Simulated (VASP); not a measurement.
A run of VASP 6.6.1:

Contents of INCAR:

```
PREC = Accurate ; ENCUT = 500
EDIFF = 1E-6 ; ISMEAR = 0
SIGMA = 0.1 ; LREAL = F
LASPH = T ; NELM = 120
ALGO = Normal ; ISIF = 2
LWAVE = F ; LCHARG = F
GGA = PS ; NBANDS = 15
GGA_COMPAT = F
```

Contents of KPOINTS:

```
regular mesh
0
Gamma
  6 6 6
```

The input POSCAR:

```
KBr
1.0
    0.0000000000      3.3892460799      3.3892460799
    3.3892460799      0.0000000000      3.3892460799
    3.3892460799      3.3892460799      0.0000000000
K Br
1 1
Direct
    0.0000000000      0.0000000000      0.0000000000
    0.5000000000      0.5000000000      0.5000000000
```

Potentials or basis: VASP PAW PBE potentials, release 64 (K_sv, Br).

The run is started by

```sh
$ cat potpaw_PBE.64/K_sv/POTCAR potpaw_PBE.64/Br/POTCAR > POTCAR
$ mpirun -np 1 vasp_std > vasp.out
```

Hardware: 1 thread of Intel Xeon 8259CL (shared host).

Question: How long does it take, and how much memory?

Answer: It took 24 s on 1 thread of Intel Xeon 8259CL, on a shared host, peak memory 0.21 GiB. Counts: scf iterations 13, k points 16.
